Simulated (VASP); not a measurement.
Here is a VASP 6.6.1 calculation.

Contents of POSCAR:

```
Si
1.0
    3.8013612598      0.0000000000      0.0000000000
   -1.9006806299      3.2920754200      0.0000000000
    0.0000000000      0.0000000000     12.4971534855
Si
8
Direct
    0.0000000000      0.0000000000      0.4068024715
    0.0000000000      0.0000000000      0.9068024715
    0.0000000000      0.0000000000      0.0931975285
    0.0000000000      0.0000000000      0.5931975285
    0.3333333333      0.6666666667      0.3440771147
    0.6666666667      0.3333333333      0.8440771147
    0.3333333333      0.6666666667      0.1559228853
    0.6666666667      0.3333333333      0.6559228853
```

Contents of INCAR.step1:

```
PREC     = Accurate       # precision mode
ENCUT    = 600            # plane-wave cutoff, eV
ISMEAR   = 0              # smearing method
SIGMA    = 0.02           # smearing width, eV
LREAL    = F              # projectors in reciprocal space
LASPH    = T              # aspherical terms in the spheres
NELM     = 100            # most SCF steps
GGA      = PE             # functional
ALGO     = Normal         # electronic algorithm
EDIFF    = 1E-4           # SCF threshold, eV
LWAVE    = T              # write WAVECAR
LCHARG   = F              # write CHGCAR
```

The input INCAR.step2:

```
PREC     = Accurate       # precision mode
ENCUT    = 600            # plane-wave cutoff, eV
EDIFF    = 1E-6           # SCF threshold, eV
ISMEAR   = 0              # smearing method
SIGMA    = 0.02           # smearing width, eV
LREAL    = F              # projectors in reciprocal space
LASPH    = T              # aspherical terms in the spheres
NELM     = 100            # most SCF steps
ALGO     = Normal         # electronic algorithm
ISIF     = 4              # what is computed and relaxed
LWAVE    = F              # write WAVECAR
LCHARG   = F              # write CHGCAR
METAGGA  = R2SCAN         # meta-GGA
LMIXTAU  = T            
IBRION   = 2              # ionic algorithm
NSW      = 50             # ionic steps
EDIFFG   = -0.01          # ionic threshold
ISTART   = 1
```

File KPOINTS:

```
Automatic mesh
0
Gamma
  12 12 2
```

Potentials or basis: VASP PAW PBE potentials, release 64 (Si).

Command:

```sh
$ cat potpaw_PBE.64/Si/POTCAR > POTCAR
$ cp INCAR.step1 INCAR
$ mpirun -np 1 vasp_std > vasp.out
$ cp INCAR.step2 INCAR
$ mpirun -np 1 vasp_std > vasp.out
```

Question: What does it give for the band gap on the k mesh?

Answer: 0.72 eV (least direct gap 1.72 eV).

Final structure:
```cif
data_structure
_symmetry_space_group_name_H-M 'P 1'
_symmetry_Int_Tables_number 1
_cell_length_a 3.8015
_cell_length_b 3.8015
_cell_length_c 12.4963
_cell_angle_alpha 90.000
_cell_angle_beta 90.000
_cell_angle_gamma 120.000
_cell_volume 156.39
loop_
_atom_site_label
_atom_site_type_symbol
_atom_site_fract_x
_atom_site_fract_y
_atom_site_fract_z
_atom_site_occupancy
Si1 Si 0.00000 0.00000 0.40682 1
Si2 Si 0.00000 0.00000 0.90682 1
Si3 Si 0.00000 0.00000 0.09318 1
Si4 Si 0.00000 0.00000 0.59318 1
Si5 Si 0.33333 0.66667 0.34403 1
Si6 Si 0.66667 0.33333 0.84403 1
Si7 Si 0.33333 0.66667 0.15597 1
Si8 Si 0.66667 0.33333 0.65597 1
```

 A k mesh can miss the band edges.
